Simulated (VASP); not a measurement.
A run of VASP 6.6.1:

POSCAR

```
HgTe
1.0
    0.0000000000      3.1150838257      3.1150838257
    3.1150838257      0.0000000000      3.1150838257
    3.1150838257      3.1150838257      0.0000000000
Hg Te
1 1
Direct
    0.0000000000      0.0000000000      0.0000000000
    0.5000000000      0.5000000000      0.5000000000
```

INCAR.step1

```
SYSTEM = HgTe
ALGO = Normal ; EDIFF = 1E-5
ENCUT = 520 ; GGA = PE
ISIF = 2 ; ISMEAR = -1
LASPH = .TRUE. ; LREAL = .FALSE.
LWAVE = .TRUE. ; NBANDS = 16
NELM = 80 ; PREC = Accurate
SIGMA = 0.05
```

INCAR.step2

```
SYSTEM = HgTe
ALGO = Normal ; EDIFF = 1E-6
ENCUT = 520 ; GGA = PE
HFSCREEN = 0.2079 ; ISIF = 2
ISMEAR = -1 ; ISTART = 1
LASPH = .TRUE. ; LCHARG = .TRUE.
LELF = .TRUE. ; LHFCALC = .TRUE.
LREAL = .FALSE. ; LVHAR = .TRUE.
LWAVE = .FALSE. ; NBANDS = 16
NELM = 80 ; PREC = Accurate
PRECFOCK = Normal ; SIGMA = 0.05
```

File KPOINTS:

```
k-points
0
G
  4 4 4
  0 0 0
```

Potentials or basis: VASP PAW PBE potentials, release 64 (Hg, Te).

Launch:

```sh
$ cat potpaw_PBE.64/Hg/POTCAR potpaw_PBE.64/Te/POTCAR > POTCAR
$ cp INCAR.step1 INCAR
$ mpirun -np 1 vasp_std > vasp.out
$ cp INCAR.step2 INCAR
$ mpirun -np 1 vasp_std > vasp.out
```

Hardware: 1 thread of Intel(R) Xeon(R) Platinum 8488C (Sapphire Rapids) (shared host).

Question: How long does it take, and how much memory?

Answer: It took 9.8 min on 1 thread of Intel(R) Xeon(R) Platinum 8488C (Sapphire Rapids), on a shared host, peak memory 0.31 GiB. Counts: k points 8.
